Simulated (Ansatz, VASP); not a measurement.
## One calculation of TePb, two programs

```
Te Pb
1.0
     0.04034    3.22700    3.22700
     3.26734    0.00000    3.26734
     3.22700    3.22700    0.04034
Te Pb
1 1
Direct
  0.50000 0.50000 0.50000
  0.00000 0.00000 0.00000
```

Change from the starting cell: strain +0.0250 x Voigt [0, 0, 0, 0, 1, 0], atoms carried along.

Alike in both runs: task single point; functional PBE; k mesh 8 × 8 × 8; occupations gaussian, width 0.05 eV; no spin polarisation.

```csv
,VASP,Ansatz
version,VASP 6.6.1,Ansatz 0.2.0
potentials or method,"VASP PAW PBE potentials, release 64 (Te, Pb_d), cutoff 520 eV","scalar-relativistic, plane waves, PAW"
valence electrons in the cell,20,30
```

VASP gave:

```
gap on the k mesh at the Fermi level (eV)                     : 0.60
least direct gap on the mesh (eV)                             : 0.71
pressure (GPa)                                                : 2.3
traceless stress, the component that is largest in VASP (GPa) : -0.35
```

Q: What did Ansatz give for the same quantities?

A: gap on the k mesh at the Fermi level (eV): 0.59; least direct gap on the mesh (eV): 0.71; pressure (GPa): 2.3; traceless stress, the component that is largest in VASP (GPa): -0.35.

VASP's potentials hold 20 valence electrons a cell and Ansatz's 30, so a difference there can come from the potentials and not from the codes.

Spin-orbit coupling is off throughout.
